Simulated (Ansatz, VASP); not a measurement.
**Ta: VASP beside Ansatz**

Contents of INCAR:

```
SYSTEM = Ta
PREC     = Accurate       ! precision mode
ENCUT    = 500            ! plane-wave cutoff, eV
EDIFF    = 1E-6           ! SCF threshold, eV
ISMEAR   = -1             ! smearing method
SIGMA    = 0.1            ! smearing width, eV
LREAL    = .FALSE.        ! projectors in reciprocal space
LASPH    = .TRUE.         ! aspherical terms in the spheres
NELM     = 120            ! most SCF steps
ALGO     = Normal         ! electronic algorithm
ISIF     = 2              ! what is computed and relaxed
LWAVE    = .FALSE.        ! write WAVECAR
LCHARG   = .TRUE.         ! write CHGCAR
GGA      = PE             ! functional
LELF     = .TRUE.         ! ELF
LVHAR    = .TRUE.       
NBANDS   = 12             ! bands
GGA_COMPAT= .FALSE.
```

Contents of KPOINTS:

```
Automatic mesh
0
G
  8 8 8
  0 0 0
```

POSCAR

```
Ta
1.0
   -1.6770500000      1.6356600000      1.6754100000
    1.6503100000     -1.6427100000      1.6557200000
    1.6909400000      1.6566000000     -1.6824600000
Ta
1
Direct
    0.0000000000      0.0000000000      0.0000000000
```

Input for Ansatz:

```yaml
crystal:
  lattice:
    - [-1.67705, 1.63566, 1.67541]
    - [1.65031, -1.64271, 1.65572]
    - [1.69094, 1.6566, -1.68246]
  atoms:
    - { symbol: Ta, position: [0.0, 0.0, 0.0] }
basis:
  ecutwfc: 540.0
  xc_grid: 2
kpoints:
  mp_grid:
    grid: [8, 8, 8]
hamiltonian:
  xc: pbe
scf:
  convergence:
    dr2_threshold: 1.0e-09
  occupations:
    method: fermi_dirac
output:
  forces: true
  stress: true
```

Alike in both runs: task single point; functional PBE; k mesh 8 × 8 × 8; no spin polarisation.

|  | VASP | Ansatz |
| --- | --- | --- |
| version | VASP 6.6.1 | Ansatz 0.2.0 |
| potentials or method | VASP PAW PBE potentials, release 64 (Ta_pv), cutoff 500 eV | plane waves, PAW |
| occupations | fermi-dirac, width 0.1 eV | fermi-dirac |
| valence electrons in the cell | 11 | 13 |

```csv
,VASP,Ansatz,Ansatz less VASP
pressure (GPa),-1.6,-1.6,-0.08
"traceless stress, the component that is largest in VASP (GPa)",1.30,1.29,-0.005
```

VASP's potentials hold 11 valence electrons a cell and Ansatz's 13, so a difference there can come from the potentials and not from the codes. Ansatz's warnings: stress scf threshold loose.

Spin-orbit coupling is off throughout.
